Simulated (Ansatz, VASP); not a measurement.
**Be2S in VASP and in Ansatz**

```xyz
3
Lattice="3.5558 0.0000 0.0000 -1.7779 3.0794 0.0000 0.0000 0.0000 3.2177" Properties=species:S:1:pos:R:3 pbc="T T T"
Be    0.0000    2.0529    1.6088
Be    1.7779    1.0265    1.6088
S     0.0000    0.0000    0.0000
```

Change from the starting cell: species swapped into the LaCu2 type (P6/mmm, No. 191).

Alike in both runs: functional PBE; k mesh 15 × 15 × 14; occupations gaussian, width 0.1 eV; no spin polarisation.

Ansatz relaxed the structure, and its values are those at the end. VASP's run is a single point on that final structure, the one shown.

```csv
,VASP,Ansatz
version,VASP 6.6.1,Ansatz 0.2.0
potentials or method,"VASP PAW PBE potentials, release 64 (Be, S), cutoff 520 eV","scalar-relativistic, plane waves, PAW"
valence electrons in the cell,10,10
```

|  | VASP | Ansatz | Ansatz less VASP |
| --- | --- | --- | --- |
| gap on the k mesh at the Fermi level (eV) | none | none | - |
| pressure (GPa) | 0.0 | 0.0 | -0.05 |

A gap of «none» marks a metal or a gap that the smearing closes.
